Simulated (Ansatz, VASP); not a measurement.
Two plane-wave programs on Zr2Zn2N3

```
Zr Zn N
1.0
     3.88040    0.00000    0.00000
     0.00000    3.88040    0.00000
     0.00000    0.00000    6.66223
Zr Zn N
2 2 3
Cartesian
  0.0000 1.9402 5.0082
  1.9402 0.0000 5.0082
  0.0000 1.9402 1.6654
  1.9402 0.0000 1.6654
  1.9402 1.9402 2.0381
  1.9402 1.9402 3.6509
  0.0000 0.0000 5.6656
```

Alike in both runs: task single point; functional PBE; k mesh 4 × 4 × 4; occupations gaussian, width 0.1 eV; no spin polarisation.

|  | VASP | Ansatz |
| --- | --- | --- |
| version | VASP 6.6.1 | Ansatz 0.2.0 |
| potentials or method | VASP PAW PBE potentials, release 64 (Zr_sv, Zn, N), cutoff 520 eV | scalar-relativistic, plane waves, PAW |
| valence electrons in the cell | 63 | 63 |

|  | VASP | Ansatz | Ansatz less VASP |
| --- | --- | --- | --- |
| gap on the k mesh at the Fermi level (eV) | none | none | - |
| pressure (GPa) | 16.9 | 16.4 | -0.42 |
| traceless stress, the component that is largest in VASP (GPa) | -16.99 | -16.65 | +0.338 |
| rms of the force components (eV/Å) | 0.713 | 0.701 | -0.0122 |

Atom by atom the forces differ by 0.015 eV/Å (rms over components). A gap of «none» marks a metal or a gap that the smearing closes.

The k mesh is coarse, so the values compare programs but aren't converged.
